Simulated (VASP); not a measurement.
Wanted: the native input for a VASP 6.6.1 run.

- Task: single point
- Functional: PBE
- Potentials or basis: VASP PAW PBE potentials, release 64 (W_sv, C)
- Cutoff: 520 eV
- k mesh: 9 × 9 × 1
- Occupations: gaussian, width 0.1 eV
- Spin: no spin polarisation
- Dipole correction: yes
- Further INCAR settings: ALGO = Normal; EDIFF = 1e-06; NBANDS = 31

The structure of W3C lies in POSCAR:

```
W3C
1.0
    2.8545944806      0.0000000000      0.0000000000
   -1.4272972403      2.4721513377      0.0000000000
    0.0000000000      0.0000000000     21.6971108210
W C
3 1
Direct
    0.6666666667      0.3333333333      0.1843563428
    0.3333333333      0.6666666667      0.2926027619
    0.0000000000      0.0000000000      0.4008418859
    0.6666666667     -0.6666666667      0.5358829070
```

These files were run (other wordings do the same):

INCAR

```
ALGO = Normal
DIPOL = 0.5 0.5 0.353
EDIFF = 1E-6
ENCUT = 520
GGA = PE
IDIPOL = 3
ISIF = 2
ISMEAR = 0
LASPH = T
LCHARG = F
LDIPOL = T
LREAL = F
LWAVE = F
NBANDS = 31
NELM = 60
PREC = Accurate
SIGMA = 0.1
```

KPOINTS

```
k-points
0
Gamma
  9 9 1
```

Potentials or basis: VASP PAW PBE potentials, release 64 (W_sv, C).

Run with:

```sh
$ cat potpaw_PBE.64/W_sv/POTCAR potpaw_PBE.64/C/POTCAR > POTCAR
$ mpirun -np 1 vasp_std > vasp.out
```

It gave:

```
Largest force          : 1.620 eV/Å
Band gap on the k mesh : zero (bands 23 and 24 overlap by 0.86 eV)
```

Caveat: spin-orbit coupling is left out, which moves the levels of the heavy elements.

Wall time 3.8 min on 1 thread of Intel Xeon 8259CL (shared host), peak memory 0.3 GiB.
